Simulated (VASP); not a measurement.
# MoAs4Pd3 (Pm) in VASP: single point with PBEsol

Aim: the single point of MoAs4Pd3 with PBEsol.

Program: VASP 6.6.1. These are calculated values, not measurements. Logs are shortened: lines on timing, memory, paths and dates and some standing lists are left out, and cuts for length are marked.

## Step 1: The cell of the first run

Symmetry: Pm, No. 6, monoclinic system. The conventional cell has a = 5.865 Å, b = 3.489 Å, c = 6.388 Å, α = 90.00°, β = 90.02°, γ = 90.00°. Within 3.2 Å of Mo (site symmetry m) lie 6 As at 2.45 to 2.66 Å and 4 Pd at 2.96 to 3.10 Å. Within 3.3 Å of As (site symmetry m) lie 5 Pd at 2.53 to 2.60 Å and 1 Mo at 2.66 Å and 2 As at 2.96 Å. Within 3.2 Å of As (site symmetry m) lie 1 Mo at 2.45 Å and 5 Pd at 2.58 to 2.66 Å and 2 As at 3.09 Å. Within 3.8 Å of As (site symmetry m) lie 4 Pd at 2.56 to 2.60 Å and 2 Mo at 2.58 Å and 10 As at 2.96 to 3.75 Å. As (site symmetry m) has 4 Pd at 2.53 to 2.69 Å and 2 Mo at 2.55 Å and 2 As at 3.09 Å within 3.3 Å. Within 3.3 Å of Pd (site symmetry m) lie 6 As at 2.53 to 2.66 Å and 2 Mo at 2.96 to 3.10 Å and 2 Pd at 3.05 Å. Within 3.3 Å of Pd (site symmetry m) lie 6 As at 2.53 to 2.60 Å and 2 Pd at 2.98 to 3.03 Å and 2 Mo at 3.03 Å. Pd (site symmetry m) has 6 As at 2.56 to 2.69 Å and 6 Pd at 2.98 to 3.49 Å within 3.5 Å.

## Step 2: Single point, PBEsol

INCAR reads:

```
PREC = Accurate
ENCUT = 520
EDIFF = 1E-6
ISMEAR = -1
SIGMA = 0.05
LREAL = F
LASPH = T
NELM = 100
ALGO = Normal
ISIF = 2
LWAVE = F
LCHARG = T
GGA = PS
LELF = T
LVHAR = T
NBANDS = 42
```

KPOINTS reads:

```
regular mesh
0
Gamma
  4 6 4
```

POSCAR reads:

```
MoAs4Pd3
1.0
    5.8654661169      0.0000127652      0.0083897859
    0.0000132370      3.4887060708      0.0000061583
   -0.0116330415      0.0000338065      6.3877422515
Mo As Pd
1 4 3
Direct
    0.4976092548      0.5072367113      0.6866115693
    0.6859651545      0.5072439276      0.0654210394
    0.1931259708      0.5072285707      0.4242277170
    0.3062714184      0.0072370447      0.9277800644
    0.7928261773      0.0072406687      0.5786679210
    0.0108639625      0.5072423551      0.8058041485
    0.4880129273      0.0072269273      0.2990126202
    0.9829993575      0.0072393364      0.1957653958
```

Potentials or basis: VASP PAW PBE potentials, release 64 (Mo_sv, As, Pd).

Command:

```
> cat potpaw_PBE.64/Mo_sv/POTCAR potpaw_PBE.64/As/POTCAR potpaw_PBE.64/Pd/POTCAR > POTCAR
> mpirun -np 1 vasp_std > vasp.out
```

OUTCAR:

```text
PREC = Accurate
   ENCUT = 520
   EDIFF = 1E-6
   ISMEAR = -1
   LREAL = F
   LASPH = T
   NELM = 100
   ISIF = 2
   GGA = PS

 ion  position               nearest neighbor table
   1  0.498  0.507  0.687-   3 2.45   5 2.55   5 2.55   4 2.58   4 2.58   2 2.66   6 2.96   7 3.03
                             7 3.03   6 3.10
   2  0.686  0.507  0.065-   6 2.53   7 2.57   7 2.57   8 2.60   8 2.60   1 2.66
   3  0.193  0.507  0.424-   1 2.45   7 2.58   7 2.58   8 2.59   8 2.59   6 2.66
   4  0.306  0.007  0.928-   8 2.56   6 2.58   6 2.58   1 2.58   1 2.58   7 2.60
   5  0.793  0.007  0.579-   7 2.53   1 2.55   1 2.55   6 2.60   6 2.60   8 2.69
   6  0.011  0.507  0.806-   2 2.53   4 2.58   4 2.58   5 2.60   5 2.60   3 2.66   1 2.96   8 3.05
                             8 3.05   1 3.10
   7  0.488  0.007  0.299-   5 2.53   2 2.57   2 2.57   3 2.58   3 2.58   4 2.60   8 2.98   1 3.03
                             1 3.03   8 3.03
   8  0.983  0.007  0.196-   4 2.56   3 2.59   3 2.59   2 2.60   2 2.60   5 2.69   7 2.98   7 3.03
                             6 3.05   6 3.05

  LATTYP: Found a simple monoclinic cell.
 ALAT       =     5.8654721172
 B/A-ratio  =     0.5947869159
 C/A-ratio  =     1.0890432546
 COS(beta)  =    -0.0003907798

  Lattice vectors:

 A1 = (   5.8654661169,   0.0000127652,   0.0083897859)
 A2 = (   0.0000132370,   3.4887060708,   0.0000061583)
 A3 = (  -0.0116330415,   0.0000338065,   6.3877422515)

Analysis of symmetry for initial positions (statically):
=====================================================================
 Subroutine PRICEL returns:
 Original cell was already a primitive cell.

 Routine SETGRP: Setting up the symmetry group for a
 simple monoclinic supercell.

 Subroutine GETGRP returns: Found  1 space group operations
 (whereof  1 operations were pure point group operations)
 out of a pool of  4 trial point group operations.

The static configuration has the point symmetry C_1 .

Analysis of symmetry for dynamics (positions and initial velocities):
=====================================================================
 Subroutine PRICEL returns:
 Original cell was already a primitive cell.

 Routine SETGRP: Setting up the symmetry group for a
 simple monoclinic supercell.

 Subroutine GETGRP returns: Found  1 space group operations
 (whereof  1 operations were pure point group operations)
 out of a pool of  4 trial point group operations.

The dynamic configuration has the point symmetry C_1 .

 Subroutine INISYM returns: Found  1 space group operations
 (whereof  1 operations are pure point group operations),
 and found     1 'primitive' translations

----------------------------------------------------------------------------------------

                                     Primitive cell

  volume of cell :     130.7120

  direct lattice vectors                    reciprocal lattice vectors
     5.865466117  0.000012765  0.008389786     0.170488990 -0.000000647  0.000310486
     0.000013237  3.488706071  0.000006158    -0.000000622  0.286639224 -0.000001518
    -0.011633041  0.000033807  6.387742251    -0.000223924 -0.000000275  0.156549428

  length of vectors
     5.865472117  3.488706071  6.387752844     0.170489273  0.286639224  0.156549588

  position of ions in fractional coordinates (direct lattice)
     0.497609255  0.507236711  0.686611569
     0.685965155  0.507243928  0.065421039
     0.193125971  0.507228571  0.424227717
     0.306271418  0.007237045  0.927780064
     0.792826177  0.007240669  0.578667921
     0.010863962  0.507242355  0.805804149
     0.488012927  0.007226927  0.299012620
     0.982999357  0.007239336  0.195765396

  ion indices of the primitive-cell ions
   primitive index   ion index
                 1           1
                 2           2
                 3           3
                 4           4
                 5           5
                 6           6
                 7           7
                 8           8

----------------------------------------------------------------------------------------

 KPOINTS: regular mesh

Automatic generation of k-mesh.
 Grid dimensions read from file:
 generate k-points for:    4    6    4

 Generating k-lattice:

  Cartesian coordinates                     Fractional coordinates (reciprocal lattice)
     0.042622248 -0.000000162  0.000077622     0.250000000  0.000000000  0.000000000
    -0.000000104  0.047773204 -0.000000253     0.000000000  0.166666667  0.000000000
    -0.000055981 -0.000000069  0.039137357     0.000000000 -0.000000000  0.250000000

  Length of vectors
     0.042622318  0.047773204  0.039137397

  Shift w.r.t. Gamma in fractional coordinates (k-lattice)
     0.000000000  0.000000000  0.000000000

 Subroutine IBZKPT returns following result:
 ===========================================

 Found     52 irreducible k-points:

 Following reciprocal coordinates:
            Coordinates               Weight
  0.000000  0.000000  0.000000      1.000000
  0.250000  0.000000  0.000000      2.000000
  0.500000  0.000000  0.000000      1.000000
 -0.000000  0.166667 -0.000000      2.000000
  0.250000  0.166667  0.000000      2.000000
 -0.250000  0.166667 -0.000000      2.000000
[... 16 lines left out ...]
  0.500000  0.166667  0.250000      2.000000
  0.500000  0.166667 -0.250000      2.000000
 [... further k-points ...]
   k-points           NKPTS =     52   k-points in BZ     NKDIM =     52   number of bands    NBANDS=     42
   number of dos      NEDOS =    301   number of ions     NIONS =      8
   total plane-waves  NPLWV =  64512
   dimension x,y,z NGX =    48 NGY =   28 NGZ =   48
   dimension x,y,z NGXF=    96 NGYF=   56 NGZF=   96
   ions per type =               1   4   3
   NGX,Y,Z   is equivalent  to a cutoff of  13.60, 13.34, 12.49 a.u.
   NGXF,Y,Z  is equivalent  to a cutoff of  27.21, 26.69, 24.98 a.u.
 SYSTEM =  unknown system
   PREC   = accura    normal or accurate (medium, high low for compatibility)
   ISTART =      0    job   : 0-new  1-cont  2-samecut
   ICHARG =      2    charge: 1-file 2-atom 10-const
   ISPIN  =      1    spin polarized calculation?
   LNONCOLLINEAR =      F non collinear calculations
   LSORBIT =      F    spin-orbit coupling
   LASPH  =      T    aspherical Exc in radial PAW
   ENCUT  =  520.0 eV  38.22 Ry    6.18 a.u.  10.91  6.49 11.88*2*pi/ulx,y,z
   NELM   =    100;   NELMIN=  2; NELMDL= -5     # of ELM steps
   EDIFF  = 0.1E-05   stopping-criterion for ELM
   LREAL  =      F    real-space projection
   EDIFFG = 0.1E-04   stopping-criterion for IOM
   NSW    =      0    number of steps for IOM
   IBRION =     -1    ionic relax: 0-MD 1-quasi-New 2-CG
   NFREE  =      0    steps in history (QN), initial steepest desc. (CG)
   ISIF   =      2    stress and relaxation
   ISYM   =      2    0-nonsym 1-usesym 2-fastsym
   POTIM  = 0.5000    time-step for ionic-motion
   TEBEG  =    0.0;   TEEND  =   0.0 temperature during run
   PSTRESS=    0.0 pullay stress
   NELECT =      64.0000    total number of electrons
   NUPDOWN=      -1.0000    fix difference up-down
   EMIN   =  10.00;   EMAX   =-10.00  energy-range for DOS
   EFERMI =   0.00;   METHOD = LEGACY
   ISMEAR =    -1;   SIGMA  =   0.05  broadening in eV -4-tet -1-fermi 0-gaus
   EFERMI_NEDOS =   21; number of points for ismear=-14 and -15
   IALGO  =     38    algorithm
   IMIX   =      4    mixing-type and parameters
     AMIX     =   0.40;   BMIX     =  1.00
     AMIX_MAG =   1.60;   BMIX_MAG =  1.00
  volume/ion in A,a.u.               =      16.34       110.26
  Fermi-wavevector in a.u.,A,eV,Ry     =   1.290317  2.438345 22.652577  1.664917
  Thomas-Fermi vector in A             =   2.422156
   LORBIT       =      0    0 simple, 1 ext, 2 COOP (PROOUT), +10 PAW based schemes
   GGA     = PS    functional components
   LHFCALC =     F    Hartree Fock is set to
   AEXX    =    0.0000 exact exchange contribution
   IVDW    =     0    specifies the selected vdW correction
   LEPSILON=     F    determine dielectric tensor
   LRPA    =     F    only Hartree local field effects (RPA)
 non-spin polarized calculation
  energy-cutoff  :      520.00
  volume of cell :      130.71
 maximum number of plane-waves:      3556
 NGX is ok and might be reduce to    48
   NGX = 21   NGY = 13   NGZ = 23

 number of electron      64.0000006 magnetization

 Free energy of the ion-electron system (eV)
  ---------------------------------------------------
  ext. energy  EPLUGINS =         0.00000000
  ---------------------------------------------------
  free energy    TOTEN  =       -52.75132589 eV

  energy without entropy =      -52.72869057  energy(sigma->0) =      -52.74000823

 E-fermi :   9.0337     XC(G=0): -12.0981

 val. band max:        9.0077923046   @ k =   0.2500   0.0000   0.5000
 cond. band min:       9.0363702133   @ k =   0.2500   0.5000   0.2500
 fundamental gap:      0.0285779087
 Fermi energy:         9.0337447646

 k-point     1 :       0.0000    0.0000    0.0000
  band No.  band energies     occupation
      1     -51.9518      2.00000
      2     -26.1596      2.00000
      3     -26.1155      2.00000
      4     -26.0902      2.00000
      5      -4.9403      2.00000
      6      -3.1210      2.00000
[... 34 lines left out ...]
     41      13.8192      0.00000
     42      13.9847      0.00000

 k-point     2 :       0.2500    0.0000    0.0000
  band No.  band energies     occupation
      1     -51.9518      2.00000
      2     -26.1601      2.00000
      3     -26.1155      2.00000
      4     -26.0902      2.00000
      5      -4.7144      2.00000
      6      -3.3615      2.00000
[... 979 lines left out ...]
     41      14.3997      0.00000
     42      14.6529      0.00000

 k-point    24 :       0.5000    0.1667   -0.2500
  band No.  band energies     occupation
      1     -51.9503      2.00000
      2     -26.1565      2.00000
      3     -26.1422      2.00000
      4     -26.0875      2.00000
      5      -3.8973      2.00000
      6      -3.5980      2.00000
[... 34 lines left out ...]
     41      14.3997      0.00000
     42      14.6529      0.00000

 [... further k-points ...]

------------------------ aborting loop because EDIFF is reached ----------------------------------------

  FORCE on cell =-STRESS in cart. coord.  units (eV):
  Direction    XX          YY          ZZ          XY          YZ          ZX
  --------------------------------------------------------------------------------------
  -------------------------------------------------------------------------------------
  Total        0.2802160      0.2651847      0.2405199     -0.0004456     -0.0001938      0.0208824
  in kB        3.4346943      3.2504515      2.9481271     -0.0054618     -0.0023759      0.2559625
  external PRESSURE =       3.2110910 kB  Pullay stress =       0.0000000 kB

 VOLUME and BASIS-vectors are now :
 -----------------------------------------------------------------------------
  energy-cutoff  :      520.00
  volume of cell :      130.71
      direct lattice vectors                 reciprocal lattice vectors
     5.865466117  0.000012765  0.008389786     0.170488990 -0.000000647  0.000310486
     0.000013237  3.488706071  0.000006158    -0.000000622  0.286639224 -0.000001518
    -0.011633041  0.000033807  6.387742251    -0.000223924 -0.000000275  0.156549428

 POSITION                                       TOTAL-FORCE (eV/Angst)
 -----------------------------------------------------------------------------------
      2.91073      1.76963      4.39008        -0.004458     -0.000023      0.002128
      4.02275      1.76964      0.42365        -0.006404     -0.000237      0.007865
      1.12785      1.76959      2.71148        -0.020114      0.000107     -0.006588
      1.78563      0.02528      5.92899        -0.002342      0.000013      0.004231
      4.64356      0.02529      3.70303         0.026332     -0.000069     -0.003536
      0.05435      1.76965      5.14736         0.006179      0.000018     -0.000206
      2.85894      0.02523      1.91411        -0.002196      0.000228     -0.003340
      5.76347      0.02528      1.25875         0.003003     -0.000037     -0.000554
 -----------------------------------------------------------------------------------
    total drift:                               -0.000329      0.000075      0.000045

  FREE ENERGIE OF THE ION-ELECTRON SYSTEM (eV)
  ---------------------------------------------------
  free  energy   TOTEN  =       -52.7513258946 eV

  energy  without entropy=      -52.7286905696  energy(sigma->0) =      -52.74000823
```

Run time: 7.4 min. Hardware: 1 thread of Intel Xeon 8259CL, shared host; peak memory 0.42 GiB.

What came out:

* Free energy: -52.7513 eV
* Pressure: 0.3 GPa
* Largest force: 0.027 eV/Å
* Band gap on the k mesh: zero (bands 32 and 33 overlap by 1.09 eV)

Forces on the atoms (eV/Å):
```
Mo  -0.004  0.000  0.002
As  -0.006  0.000  0.008
As  -0.020  0.000 -0.007
As  -0.002  0.000  0.004
As   0.026  0.000 -0.004
Pd   0.006  0.000  0.000
Pd  -0.002  0.000 -0.003
Pd   0.003  0.000 -0.001
```

Levels at points of the mesh, in eV from the Fermi level:
```
           k point  band 30  band 31  band 32  band 33  band 34  band 35
(0.00, 0.00, 0.00)    -1.43    -0.83    -0.58     0.17     1.23     1.66
(0.50, 0.00, 0.00)    -0.88    -0.63     0.16     0.68     0.75     1.50
(0.00, 0.50, 0.00)    -1.70    -1.61    -0.57     0.13     0.39     0.77
(0.50, 0.50, 0.00)    -1.34    -1.19    -0.49    -0.26     0.80     1.21
(0.00, 0.00, 0.50)    -1.19    -0.54     0.30     0.36     0.70     1.26
(0.50, 0.00, 0.50)    -1.06    -0.57     0.03     0.40     1.29     1.64
(0.00, 0.50, 0.50)    -1.97    -1.70    -0.44     0.08     0.74     0.80
(0.50, 0.50, 0.50)    -1.52    -1.23     0.84     0.92     1.04     1.35
```

Caveat: the PAW data sets were made with another functional, which shifts forces and pressure a little.
